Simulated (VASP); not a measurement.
Ba, 2 atoms in the cell. Symmetry: Fd-3m, No. 227, cubic system. The conventional cell has a = 8.680 Å, b = 8.680 Å, c = 8.680 Å, α = 90.00°, β = 90.00°, γ = 90.00°. Ba (site symmetry -43m) has 4 Ba at 3.76 Å within 4.9 Å. This isn't the form of Ba at room conditions, which is bcc.

```yaml
Program: VASP 6.6.1
Task: relaxation of cell and atoms
Functional: r2SCAN
Potentials_or_basis: VASP PAW PBE potentials, release 64 (Ba_sv)
Cutoff: 600 eV
k_mesh: 5 × 5 × 5
Occupations: gaussian, width 0.1 eV
Spin: no spin polarisation
Target_pressure: 20 GPa
Dipole_correction: no
Further_INCAR_settings: ALGO = Normal; EDIFF = 1e-06; IBRION = 2; EDIFFG = -0.02; NSW = 80; ISIF = 3
```

Potentials or basis: VASP PAW PBE potentials, release 64 (Ba_sv).

Run with:

```sh
$ cat potpaw_PBE.64/Ba_sv/POTCAR > POTCAR
$ cp INCAR.step1 INCAR
$ mpirun -np 1 vasp_std > vasp.out
$ cp INCAR.step2 INCAR
$ mpirun -np 1 vasp_std > vasp.out
```

Hardware: 1 thread of Oxide Virtual Turin-like Processor, with other jobs on the host.

**Question.** Estimate the wall time of this run.

**Answer.** It took 26 min on 1 thread of Oxide Virtual Turin-like Processor, with other jobs on the host, peak memory 0.45 GiB. Counts: k points 10, ion steps 10.
